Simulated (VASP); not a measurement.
Write the native input for VASP 6.6.1 that does the following.

| Property | Result |
| --- | --- |
| Task | single point |
| Functional | PBE |
| Potentials or basis | VASP PAW PBE potentials, release 64 (Al, H) |
| Cutoff | 520 eV |
| k mesh | 5 × 3 × 1 |
| Occupations | gaussian, width 0.1 eV |
| Spin | no spin polarisation |
| Dipole correction | yes |
| Further INCAR settings | LREAL = Auto; ALGO = Normal; EDIFF = 1e-07; NBANDS = 44 |

The structure of Al9H lies in POSCAR:

```
Al9H
1.0
    5.7086446660      0.0000000000      0.0000000000
   -1.4271611665      9.7033329366      0.0000000000
    0.0000000000      0.0000000000     22.7902708839
Al H
18 2
Direct
    0.2662242802      0.0648971207      0.1755134908
    0.7662242802      0.0648971207      0.1755134908
    0.3354843969      0.3419375876      0.2192156219
    0.8354843969      0.3419375876      0.2192156219
    0.1493364202      0.5973456810      0.2279560482
    0.6493364202      0.5973456810      0.2279560482
    0.4631884436      0.8527537744      0.2366964744
    0.9631884436      0.8527537744      0.2366964744
    0.0319869115      0.1277383811      0.2808269846
    0.5319869115      0.1277383811      0.2808269846
    0.0997952748      0.4042696946      0.3301089530
    0.5997952748      0.4042696946      0.3301089530
    0.4144272444      0.6597110304      0.3369829646
    0.9144272444      0.6597110304      0.3369829646
    0.2263180843      0.9111292163      0.3449343063
    0.7263180843      0.9111292163      0.3449343063
    0.2962616061      0.1814597108      0.3857027821
    0.7962616061      0.1814597108      0.3857027821
    0.6062804321      0.3864477105      0.5436649238
    0.6062804321      0.4629180480      0.5436649238
```

The input as run:

INCAR

```
SYSTEM = Al9H
PREC = Accurate ; ENCUT = 520
EDIFF = 1E-7 ; ISMEAR = 0
SIGMA = 0.1 ; LREAL = Auto
LASPH = .TRUE. ; NELM = 60
ALGO = Normal ; ISIF = 2
LWAVE = .FALSE. ; LCHARG = .TRUE.
LDIPOL = .TRUE. ; IDIPOL = 3
DIPOL = 0.5 0.5 0.308 ; GGA = PE
LELF = .TRUE. ; LVHAR = .TRUE.
LVACPOTAV = .TRUE. ; NBANDS = 44
```

KPOINTS

```
Automatic mesh
0
G
  5 3 1
  0 0 0
```

Potentials or basis: VASP PAW PBE potentials, release 64 (Al, H).

Run with:

```console
$ cat potpaw_PBE.64/Al/POTCAR potpaw_PBE.64/H/POTCAR > POTCAR
$ mpirun -np 1 vasp_std > vasp.out
```

It gave:

```yaml
Largest_force: 0.159 eV/Å
Band_gap_on_the_k_mesh: zero (bands 28 and 29 overlap by 0.73 eV)
Work_function_of_the_upper_face: 4.17 eV
Work_function_of_the_lower_face: 4.17 eV
```

Wall time 24 min on 1 thread of Intel(R) Xeon(R) Platinum 8488C (Sapphire Rapids) (shared host), peak memory 1.2 GiB.
